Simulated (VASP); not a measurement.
A run of VASP 6.6.1:

INCAR

```
SYSTEM = Al9H
PREC = Accurate ; ENCUT = 520
EDIFF = 1E-6 ; ISMEAR = 0
SIGMA = 0.1 ; LREAL = Auto
LASPH = .TRUE. ; NELM = 80
ALGO = Normal ; ISIF = 2
LWAVE = .FALSE. ; LCHARG = .FALSE.
LDIPOL = .TRUE. ; IDIPOL = 3
DIPOL = 0.5 0.5 0.294 ; GGA = PE
NBANDS = 44
```

The input KPOINTS:

```
Automatic mesh
0
G
  5 3 1
  0 0 0
```

File POSCAR:

```
Al9H
1.0
    5.7086446660      0.0000000000      0.0000000000
   -1.4271611665      9.7033329366      0.0000000000
    0.0000000000      0.0000000000     22.7902708839
Al H
18 2
Direct
    0.2662242802      0.0648971207      0.1755134908
    0.7662242802      0.0648971207      0.1755134908
    0.3354843969      0.3419375876      0.2192156219
    0.8354843969      0.3419375876      0.2192156219
    0.1493364202      0.5973456810      0.2279560482
    0.6493364202      0.5973456810      0.2279560482
    0.4631884436      0.8527537744      0.2366964744
    0.9631884436      0.8527537744      0.2366964744
    0.0319869115      0.1277383811      0.2808269846
    0.5319869115      0.1277383811      0.2808269846
    0.0997952748      0.4042696946      0.3301089530
    0.5997952748      0.4042696946      0.3301089530
    0.4144272444      0.6597110304      0.3369829646
    0.9144272444      0.6597110304      0.3369829646
    0.2263180843      0.9111292163      0.3449343063
    0.7263180843      0.9111292163      0.3449343063
    0.2962616061      0.1814597108      0.3857027821
    0.7962616061      0.1814597108      0.3857027821
    0.6062804321      0.3107420763      0.4054480498
    0.6062804321      0.5386236822      0.4054480498
```

Potentials or basis: VASP PAW PBE potentials, release 64 (Al, H).

Launch:

```console
$ cat potpaw_PBE.64/Al/POTCAR potpaw_PBE.64/H/POTCAR > POTCAR
$ mpirun -np 1 vasp_std > vasp.out
```

Hardware: 1 thread of Intel(R) Xeon(R) 6975P-C (Granite Rapids), on a shared host.

Task: How long does it take, and how much memory?

Result: Wall time 17 min on 1 thread of Intel(R) Xeon(R) 6975P-C (Granite Rapids), with other jobs on the host, peak memory 1.2 GiB. Counts: scf iterations 27, k points 8.
